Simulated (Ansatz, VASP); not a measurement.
# Mo2F3 in VASP and in Ansatz

```
CELL_PARAMETERS angstrom
2.56963 -0.03351 -0.00082
-0.61691 5.73138 -0.05363
-0.09036 -0.59336 10.45321
ATOMIC_POSITIONS crystal
Mo 0.49993 0.61173 0.19850
Mo 0.62677 0.23858 0.19922
Mo 0.60567 0.12424 0.81210
Mo 0.46839 0.62856 0.81110
F 0.06708 0.93214 0.25935
F 0.57429 0.44804 0.37355
F 0.52825 0.85993 0.66597
F 0.53010 0.35723 0.66730
F 0.47622 0.68113 0.00577
F 0.62330 0.11842 0.00717
```

Change from the starting cell: the structure that the rattled cell fell into.

Alike in both runs: functional PBE; k mesh 6 × 4 × 2; occupations gaussian, width 0.1 eV; no spin polarisation.

Ansatz relaxed the structure, and its values are those at the end. VASP's run is a single point on that final structure, the one shown.

|  | VASP | Ansatz |
| --- | --- | --- |
| version | VASP 6.6.1 | Ansatz 0.2.0 |
| potentials or method | VASP PAW PBE potentials, release 64 (Mo_sv, F), cutoff 520 eV | scalar-relativistic, plane waves, PAW |
| valence electrons in the cell | 98 | 98 |

Ansatz gave:

| Item | Value |
| --- | --- |
| gap on the k mesh at the Fermi level (eV) | none |
| pressure (GPa) | 0.0 |
| rms of the force components (eV/Å) | 0.006 |

Estimate VASP's values.

gap on the k mesh at the Fermi level (eV): none; pressure (GPa): 0.4; rms of the force components (eV/Å): 0.062.

A gap of «none» marks a metal or a gap that the smearing closes. With one functional, cell and mesh, what is left measures potentials, basis and numerics.

The k mesh is coarse, so the values compare programs but aren't converged.
